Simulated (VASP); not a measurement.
## TiN: single point with PBE

TiN:

```
CELL_PARAMETERS angstrom
0.00000 2.14439 2.14439
2.14439 0.00000 2.14439
2.14439 2.14439 0.00000
ATOMIC_POSITIONS crystal
Ti 0.00000 0.00000 0.00000
N 0.50000 0.50000 0.50000
```

| Quantity | Value |
| --- | --- |
| Program | VASP 6.6.1 |
| Task | single point |
| Functional | PBE |
| Potentials or basis | VASP PAW PBE potentials, release 64 (Ti_sv, N) |
| Cutoff | 520 eV |
| k mesh | 18 × 18 × 18 |
| Occupations | gaussian, width 0.1 eV |
| Spin | no spin polarisation |
| Dipole correction | no |
| Further INCAR settings | ALGO = Normal; EDIFF = 1e-06; NBANDS = 16 |

```json
{
  "Pressure": "-7.3 GPa",
  "Band gap on the k mesh": "zero (an odd number of electrons rules out a gap without spin polarisation)"
}
```

Levels at points of the mesh, in eV from the Fermi level:
```
           k point  band 6  band 7  band 8  band 9  band 10  band 11  band 12  band 13
(0.00, 0.00, 0.00)   -2.00   -2.00   -2.00   -0.59    -0.59    -0.59     0.55     0.55
(0.50, 0.00, 0.00)   -7.87   -5.30   -5.30    1.59     1.59     2.23     5.47     5.47
(0.50, 0.50, 0.00)   -5.75   -3.18   -3.18   -2.92     1.55     2.25     2.25     3.36
```

It took 80 s on 1 thread of Intel Xeon 8259CL (shared host), peak memory 0.19 GiB.

Caveat: the cell stands under tension.
